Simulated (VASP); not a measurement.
C, 2 atoms in the cell. The structure is cubic, space group Fd-3m (No. 227). Conventional cell: a = 3.590 Å, b = 3.590 Å, c = 3.590 Å, α = 90.00°, β = 90.00°, γ = 90.00°. Within 2.1 Å of C (site symmetry -43m) lie 4 C at 1.55 Å. 

- Program: VASP 6.6.1
- Task: single point
- Functional: PBEsol
- Dispersion: D4
- Potentials or basis: VASP PAW PBE potentials, release 64 (C)
- Cutoff: 520 eV
- k mesh: 13 × 13 × 13
- Occupations: fermi-dirac, width 0.05 eV
- Spin: no spin polarisation
- Dipole correction: no
- Further INCAR settings: ALGO = Normal; EDIFF = 1e-06; NBANDS = 11

Potentials or basis: VASP PAW PBE potentials, release 64 (C).

Command:

```bash
$ cat potpaw_PBE.64/C/POTCAR > POTCAR
$ mpirun -np 1 vasp_std > vasp.out
```

Hardware: 1 thread of AMD EPYC 9R45 96-Core Processor (Zen 5) (shared host).

Question: Estimate the wall time of this run.

Answer: It took 7 s on 1 thread of AMD EPYC 9R45 96-Core Processor (Zen 5), with other jobs on the host, peak memory 0.09 GiB. Counts: scf iterations 11, k points 84.
